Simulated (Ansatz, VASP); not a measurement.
Two plane-wave programs on Ni

The input INCAR:

```
SYSTEM = Ni
  PREC = Accurate
  ENCUT = 520
  EDIFF = 1E-6
  ISMEAR = -1
  SIGMA = 0.05
  LREAL = .False.
  LASPH = .True.
  NELM = 150
  ALGO = Normal
  ISIF = 2
  LWAVE = .False.
  LCHARG = .False.
  ISPIN = 2
  MAGMOM = 0.686 0.686
  LORBIT = 11
  LMAXMIX = 4
  GGA = RE
  NBANDS = 21
```

The input KPOINTS:

```
regular mesh
0
Gamma
  20 20 15
  0 0 0
```

File POSCAR:

```
Ni
1.0
    2.4673615172      0.0000000000      0.0000000000
    0.0000000000      2.4673615172      0.0000000000
    0.0000000000      0.0000000000      3.4877984386
Ni
2
Direct
    0.0000000000      0.0000000000      0.0000000000
    0.5000000000      0.5000000000      0.5000000000
```

Input for Ansatz:

```yaml
crystal:
  lattice:
    - [2.4673615172, 0.0, 0.0]
    - [0.0, 2.4673615172, 0.0]
    - [0.0, 0.0, 3.4877984386]
  atoms:
    - { symbol: Ni, position: [0.0, 0.0, 0.0], spin: 0.686 }
    - { symbol: Ni, position: [0.5, 0.5, 0.5], spin: 0.686 }
hamiltonian:
  xc: revpbe
  pseudopotentials:
    kind: paw
    azcp:
      Ni: "pseudopotentials/Ni.paw.azcp"
basis:
  ecutwfc: 420
  fft_grid_basis: typed
kpoints:
  mp_grid: { grid: [20, 20, 15], shift: [0, 0, 0] }
magnetization:
  spin_polarized: true
scf:
  occupations: { method: fermi_dirac, width: 0.05 }
output:
  stress: true
```

Alike in both runs: task single point; functional revPBE; k mesh 20 × 20 × 15; occupations fermi-dirac, width 0.05 eV; collinear spin.

|  | VASP | Ansatz |
| --- | --- | --- |
| version | VASP 6.6.1 | Ansatz 0.2.0 |
| potentials or method | VASP PAW PBE potentials, release 64 (Ni), cutoff 520 eV | plane waves (420 eV) with PAW, scalar-relativistic |
| valence electrons in the cell | 20 | 36 |

|  | VASP | Ansatz | Ansatz less VASP |
| --- | --- | --- | --- |
| pressure (GPa) | 9.6 | 9.6 | +0.01 |
| net moment per atom (μB) | 0.62 | 0.63 | +0.010 |
| size of the moment on the site where the two differ most (μB) | 0.63 | 0.67 | +0.040 |

VASP's potentials were made for PBE, not for revPBE. Site moments also hang on the region over which each program counts them. VASP's potentials hold 20 valence electrons a cell and Ansatz's 36, so a difference there can come from the potentials and not from the codes.
